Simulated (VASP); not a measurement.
# Ge in VASP: further runs, part 2 of 2

VASP 6.6.1. The steps go on from the part before.

## (3) Single point, PBE+D3(BJ)

INCAR

```
ALGO = Normal
DIPOL = 0.5 0.5 0.500
EDIFF = 1E-6
ENCUT = 520
GGA = PE
IDIPOL = 3
ISIF = 2
ISMEAR = 0
IVDW = 12
LASPH = T
LCHARG = F
LDIPOL = T
LREAL = F
LWAVE = F
NBANDS = 21
NELM = 100
PREC = Accurate
SIGMA = 0.1
```

KPOINTS

```
k-points
0
Gamma
  12 12 1
```

POSCAR

```
Ge
1.0
    4.2240000000      0.0000000000      0.0000000000
   -2.1120000000      3.6580913056      0.0000000000
    0.0000000000      0.0000000000     28.0000000000
Ge
2
Direct
    0.3333333333      0.6666666667      0.5183214286
    0.6666666667      0.3333333333      0.4816785714
```

Potentials or basis: VASP PAW PBE potentials, release 64 (Ge_d).

Run with:

```sh
$ cat potpaw_PBE.64/Ge_d/POTCAR > POTCAR
$ mpirun -np 1 vasp_std > vasp.out
```

OUTCAR:

```text
EDIFF = 1E-6
   ENCUT = 520
   GGA = PE
   ISIF = 2
   ISMEAR = 0
   IVDW = 12
   LASPH = T
   LREAL = F
   NELM = 100
   PREC = Accurate
 IVDW          = 12

 ion  position               nearest neighbor table
   1  0.333  0.667  0.518-   2 2.65   2 2.65   2 2.65
   2  0.667  0.333  0.482-   1 2.65   1 2.65   1 2.65

  LATTYP: Found a hexagonal cell.
 ALAT       =     4.2240000000
 C/A-ratio  =     6.6287878788

  Lattice vectors:

 A1 = (   4.2240000000,   0.0000000000,   0.0000000000)
 A2 = (  -2.1120000000,   3.6580913056,   0.0000000000)
 A3 = (   0.0000000000,   0.0000000000,  28.0000000000)

Analysis of symmetry for initial positions (statically):
=====================================================================
 Subroutine PRICEL returns:
 Original cell was already a primitive cell.

 Routine SETGRP: Setting up the symmetry group for a
 hexagonal supercell.

 Subroutine GETGRP returns: Found 12 space group operations
 (whereof 12 operations were pure point group operations)
 out of a pool of 24 trial point group operations.

The static configuration has the point symmetry D_3d.

Analysis of symmetry for dynamics (positions and initial velocities):
=====================================================================
 Subroutine PRICEL returns:
 Original cell was already a primitive cell.

 Routine SETGRP: Setting up the symmetry group for a
 hexagonal supercell.

 Subroutine GETGRP returns: Found 12 space group operations
 (whereof 12 operations were pure point group operations)
 out of a pool of 24 trial point group operations.

The dynamic configuration has the point symmetry D_3d.

 Subroutine INISYM returns: Found 12 space group operations
 (whereof 12 operations are pure point group operations),
 and found     1 'primitive' translations

----------------------------------------------------------------------------------------

                                     Primitive cell

  volume of cell :     432.6498

  direct lattice vectors                    reciprocal lattice vectors
     4.224000000  0.000000000  0.000000000     0.236742424  0.136683302  0.000000000
    -2.112000000  3.658091306  0.000000000     0.000000000  0.273366605  0.000000000
     0.000000000  0.000000000 28.000000000     0.000000000  0.000000000  0.035714286

  length of vectors
     4.224000000  4.224000000 28.000000000     0.273366605  0.273366605  0.035714286

  position of ions in fractional coordinates (direct lattice)
     0.333333333  0.666666667  0.518321429
     0.666666667  0.333333333  0.481678571

  ion indices of the primitive-cell ions
   primitive index   ion index
                 1           1
                 2           2

----------------------------------------------------------------------------------------

 KPOINTS: k-points

Automatic generation of k-mesh.
 Grid dimensions read from file:
 generate k-points for:   12   12    1

 Generating k-lattice:

  Cartesian coordinates                     Fractional coordinates (reciprocal lattice)
     0.019728535  0.011390275  0.000000000     0.083333333  0.000000000  0.000000000
     0.000000000  0.022780550  0.000000000     0.000000000  0.083333333  0.000000000
     0.000000000  0.000000000  0.035714286     0.000000000  0.000000000  1.000000000

  Length of vectors
     0.022780550  0.022780550  0.035714286

  Shift w.r.t. Gamma in fractional coordinates (k-lattice)
     0.000000000  0.000000000  0.000000000

 Subroutine IBZKPT returns following result:
 ===========================================

 Found     19 irreducible k-points:

 Following reciprocal coordinates:
            Coordinates               Weight
  0.000000  0.000000  0.000000      1.000000
  0.083333  0.000000  0.000000      6.000000
  0.166667  0.000000  0.000000      6.000000
  0.250000  0.000000  0.000000      6.000000
  0.333333 -0.000000  0.000000      6.000000
  0.416667  0.000000  0.000000      6.000000
[... 11 lines left out ...]
  0.333333  0.250000  0.000000     12.000000
  0.333333  0.333333  0.000000      2.000000
   k-points           NKPTS =     19   k-points in BZ     NKDIM =     19   number of bands    NBANDS=     21
   number of dos      NEDOS =    301   number of ions     NIONS =      2
   total plane-waves  NPLWV = 215040
   dimension x,y,z NGX =    32 NGY =   32 NGZ =  210
   dimension x,y,z NGXF=    64 NGYF=   64 NGZF=  420
   ions per type =               2
   NGX,Y,Z   is equivalent  to a cutoff of  12.59, 12.59, 12.47 a.u.
   NGXF,Y,Z  is equivalent  to a cutoff of  25.19, 25.19, 24.94 a.u.
 SYSTEM =  unknown system
   PREC   = accura    normal or accurate (medium, high low for compatibility)
   ISTART =      0    job   : 0-new  1-cont  2-samecut
   ICHARG =      2    charge: 1-file 2-atom 10-const
   ISPIN  =      1    spin polarized calculation?
   LNONCOLLINEAR =      F non collinear calculations
   LSORBIT =      F    spin-orbit coupling
   LASPH  =      T    aspherical Exc in radial PAW
   ENCUT  =  520.0 eV  38.22 Ry    6.18 a.u.   7.85  7.85 52.06*2*pi/ulx,y,z
   NELM   =    100;   NELMIN=  2; NELMDL= -5     # of ELM steps
   EDIFF  = 0.1E-05   stopping-criterion for ELM
   LREAL  =      F    real-space projection
   EDIFFG = 0.1E-04   stopping-criterion for IOM
   NSW    =      0    number of steps for IOM
   IBRION =     -1    ionic relax: 0-MD 1-quasi-New 2-CG
   NFREE  =      0    steps in history (QN), initial steepest desc. (CG)
   ISIF   =      2    stress and relaxation
   ISYM   =      2    0-nonsym 1-usesym 2-fastsym
   POTIM  = 0.5000    time-step for ionic-motion
   TEBEG  =    0.0;   TEEND  =   0.0 temperature during run
   PSTRESS=    0.0 pullay stress
   NELECT =      28.0000    total number of electrons
   NUPDOWN=      -1.0000    fix difference up-down
   EMIN   =  10.00;   EMAX   =-10.00  energy-range for DOS
   EFERMI =   0.00;   METHOD = LEGACY
   ISMEAR =     0;   SIGMA  =   0.10  broadening in eV -4-tet -1-fermi 0-gaus
   EFERMI_NEDOS =   21; number of points for ismear=-14 and -15
   IALGO  =     38    algorithm
   IMIX   =      4    mixing-type and parameters
     AMIX     =   0.40;   BMIX     =  1.00
     AMIX_MAG =   1.60;   BMIX_MAG =  1.00
  volume/ion in A,a.u.               =     216.32      1459.83
  Fermi-wavevector in a.u.,A,eV,Ry     =   0.657277  1.242074  5.877901  0.432014
  Thomas-Fermi vector in A             =   1.728734
   LORBIT       =      0    0 simple, 1 ext, 2 COOP (PROOUT), +10 PAW based schemes
   GGA     = PE    functional components
   LHFCALC =     F    Hartree Fock is set to
   AEXX    =    0.0000 exact exchange contribution
   IVDW    =    12    specifies the selected vdW correction
   LEPSILON=     F    determine dielectric tensor
   LRPA    =     F    only Hartree local field effects (RPA)
 non-spin polarized calculation
 Gauss-broadening in eV      SIGMA  =   0.10
  energy-cutoff  :      520.00
  volume of cell :      432.65
 maximum number of plane-waves:     11693
 NGX is ok and might be reduce to    32
   NGX = 15   NGY = 15   NGZ =105

 dipolmoment           0.000000      0.000000      0.000000 electrons x Angstroem

 number of electron      27.9999994 magnetization

 dipolmoment           0.000000      0.000000     -0.000000 electrons x Angstroem

 Free energy of the ion-electron system (eV)
  ---------------------------------------------------
  ext. energy  EPLUGINS =         0.00000000
  ---------------------------------------------------
  free energy    TOTEN  =        -7.67599059 eV

  energy without entropy =       -7.67095047  energy(sigma->0) =       -7.67347053

 E-fermi :  -3.3490     XC(G=0):  -1.6283

 val. band max:       -3.3860767374   @ k =   0.0833   0.0000   0.0000
 cond. band min:      -3.2689907391   @ k =   0.3333   0.2500   0.0000
 fundamental gap:      0.1170859983
 Fermi energy:        -3.3490275412

 k-point     1 :       0.0000    0.0000    0.0000
  band No.  band energies     occupation
      1     -27.7341      2.00000
      2     -27.7341      2.00000
      3     -27.7143      2.00000
      4     -27.6984      2.00000
      5     -27.6892      2.00000
      6     -27.6892      2.00000
[... 430 lines left out ...]
      5     -27.6453      2.00000
      6     -27.6453      2.00000
[... 13 lines left out ...]
     20       3.3859      0.00000
     21       3.4522      0.00000

------------------------ aborting loop because EDIFF is reached ----------------------------------------

 vacuum level on the upper side and lower side of the slab       (xc-potential included)        -0.007        -0.007

 Edisp (eV)   -0.29296

 E8    (eV) :    -0.1398

  FORCE on cell =-STRESS in cart. coord.  units (eV):
  Direction    XX          YY          ZZ          XY          YZ          ZX
  --------------------------------------------------------------------------------------
  -------------------------------------------------------------------------------------
  Total      -2.51536    -2.51536    -1.49604     0.00000     0.00000     0.00000
  in kB      -9.31481    -9.31481    -5.54009     0.00000     0.00000     0.00000
  external pressure =       -8.06 kB  Pullay stress =        0.00 kB

 VOLUME and BASIS-vectors are now :
 -----------------------------------------------------------------------------
  energy-cutoff  :      520.00
  volume of cell :      432.65
      direct lattice vectors                 reciprocal lattice vectors
     4.224000000  0.000000000  0.000000000     0.236742424  0.136683302  0.000000000
    -2.112000000  3.658091306  0.000000000     0.000000000  0.273366605  0.000000000
     0.000000000  0.000000000 28.000000000     0.000000000  0.000000000  0.035714286

 POSITION                                       TOTAL-FORCE (eV/Angst)
 -----------------------------------------------------------------------------------
     -0.00000      2.43873     14.51300         0.000000      0.000000     -1.447406
      2.11200      1.21936     13.48700         0.000000     -0.000000      1.447406
 -----------------------------------------------------------------------------------
    total drift:                               -0.000000      0.000000     -0.000000

  FREE ENERGIE OF THE ION-ELECTRON SYSTEM (eV)
  ---------------------------------------------------
  free  energy   TOTEN  =        -7.9689456810 eV

  energy  without entropy=       -7.9639055588  energy(sigma->0) =       -7.96642562

 vacuum level on the upper side and lower side of the slab         0.925         0.925
```

OSZICAR:

```text
N       E                     dE             d eps       ncg     rms          rms(c)
DAV:   1     0.148884636531E+03    0.14888E+03   -0.13461E+04   958   0.123E+03
DAV:   2     0.870652206136E+01   -0.14018E+03   -0.13700E+03  1033   0.248E+02
DAV:   3    -0.715145783517E+01   -0.15858E+02   -0.15768E+02  1071   0.101E+02
DAV:   4    -0.780476375240E+01   -0.65331E+00   -0.65272E+00   992   0.247E+01
[... 13 lines left out ...]
DAV:  18    -0.767597834030E+01   -0.13050E-04   -0.38524E-07   844   0.308E-03    0.932E-04
DAV:  19    -0.767598795197E+01   -0.96117E-05   -0.26648E-07   796   0.290E-03    0.210E-04
DAV:  20    -0.767598943718E+01   -0.14852E-05   -0.16099E-08   780   0.912E-04    0.158E-04
DAV:  21    -0.767599048787E+01   -0.10507E-05   -0.13434E-08   665   0.716E-04    0.356E-05
DAV:  22    -0.767599058739E+01   -0.99517E-07   -0.57982E-10   634   0.456E-04
   1 F= -.79689457E+01 E0= -.79664256E+01  d E =-.504012E-02
```

stdout:

```text
POSCAR found type information on POSCAR Ge
 POSCAR found :  1 types and       2 ions
 scaLAPACK will be used
 LDA part: xc-table for (Slater+PW92), standard interpolation
 POSCAR, INCAR and KPOINTS ok, starting setup
 FFT: planning ... GRIDC
 FFT: planning ... GRID_SOFT
 FFT: planning ... GRID
 WAVECAR not read
 entering main loop
```

Wall time 4.2 min (1 thread of Intel Xeon Platinum 8259CL at 2.50GHz (Skylake/Cascade Lake), shared host); peak memory 0.55 GiB.

Results:

| Item | Value |
| --- | --- |
| Free energy | -7.9689 eV |
| Largest force | 1.447 eV/Å |
| Band gap on the k mesh | zero (bands 14 and 15 overlap by 0.40 eV) |
| Dispersion energy per atom | -0.146 eV |

Forces in eV/Å, atoms in the order of the input:
```
Ge   0.000  0.000 -1.447
Ge   0.000  0.000  1.447
```

Levels at points of the mesh, in eV from the Fermi level:
```
           k point  band 10  band 11  band 12  band 13  band 14  band 15  band 16  band 17  band 18  band 19
(0.00, 0.00, 0.00)   -24.20   -10.14    -4.31     0.10     0.10     0.78     1.49     3.68     3.68     4.09
(0.50, 0.00, 0.00)   -24.17    -8.44    -6.82    -1.40    -1.20     0.25     1.99     4.53     5.50     5.95
```

## (4) Single point, PBE+D3(BJ)

This run uses another cell than the first one.

INCAR

```
  PREC = Accurate
  ENCUT = 520
  EDIFF = 1E-6
  ISMEAR = 0
  SIGMA = 0.1
  LREAL = False
  LASPH = True
  NELM = 80
  ALGO = Normal
  ISIF = 2
  LWAVE = False
  LCHARG = False
  LDIPOL = True
  IDIPOL = 3
  DIPOL = 0.5 0.5 0.500
  GGA = PE
  IVDW = 12
  NBANDS = 21
```

KPOINTS

```
regular mesh
0
Gamma
  12 12 1
```

POSCAR

```
Ge
1.0
    4.0950000000      0.0000000000      0.0000000000
   -2.0475000000      3.5463740285      0.0000000000
    0.0000000000      0.0000000000     28.0000000000
Ge
2
Direct
    0.3333333333      0.6666666667      0.5130892857
    0.6666666667      0.3333333333      0.4869107143
```

Run with:

```sh
$ cat potpaw_PBE.64/Ge_d/POTCAR > POTCAR
$ mpirun -np 1 vasp_std > vasp.out
```

Wall time 9 min (1 thread of Intel Xeon 8259CL, shared host); peak memory 0.54 GiB.

It converged, with:

| Item | Value |
| --- | --- |
| Free energy | -8.3577 eV |
| Largest force | 0.271 eV/Å |
| Band gap on the k mesh | zero (filled and empty bands touch) |
| Dispersion energy per atom | -0.149 eV |

Forces in eV/Å, atoms in the order of the input:
```
Ge   0.000  0.000 -0.271
Ge   0.000  0.000  0.271
```

Levels at points of the mesh, in eV from the Fermi level:
| k point | band 10 | band 11 | band 12 | band 13 | band 14 | band 15 | band 16 | band 17 | band 18 | band 19 |
| --- | --- | --- | --- | --- | --- | --- | --- | --- | --- | --- |
| (0.00, 0.00, 0.00) | -24.19 | -10.96 | -3.57 | -0.36 | -0.36 | 0.44 | 2.25 | 3.84 | 3.84 | 4.26 |
| (0.50, 0.00, 0.00) | -24.15 | -9.02 | -7.22 | -1.82 | -1.14 | 0.67 | 1.70 | 5.35 | 6.30 | 6.68 |

## (5) The runs side by side

```tsv
cell	gap on the mesh (eV)	largest force (eV/Å)
a = 4.224, b = 4.224, c = 28.000 Å, angles 90.0, 90.0, 120.0°, 2 atoms, atomic positions A	none	0.37
a = 4.224, b = 4.224, c = 28.000 Å, angles 90.0, 90.0, 120.0°, 2 atoms, atomic positions B	none	1.45
a = 4.095, b = 4.095, c = 28.000 Å, angles 90.0, 90.0, 120.0°, 2 atoms, atomic positions A	none	0.27
```

Alike in all rows: task single point; level PBE+D3(BJ); potentials or basis VASP PAW PBE potentials, release 64 (Ge_d); no spin polarisation; k mesh 12 × 12 × 1; cutoff (eV) 520; smearing gaussian 0.1 eV.

Total energies depend on the potentials used, so only differences within one code and one set of settings carry meaning.

The gap in the log of VASP goes by the Fermi energy; the results here count the filled bands.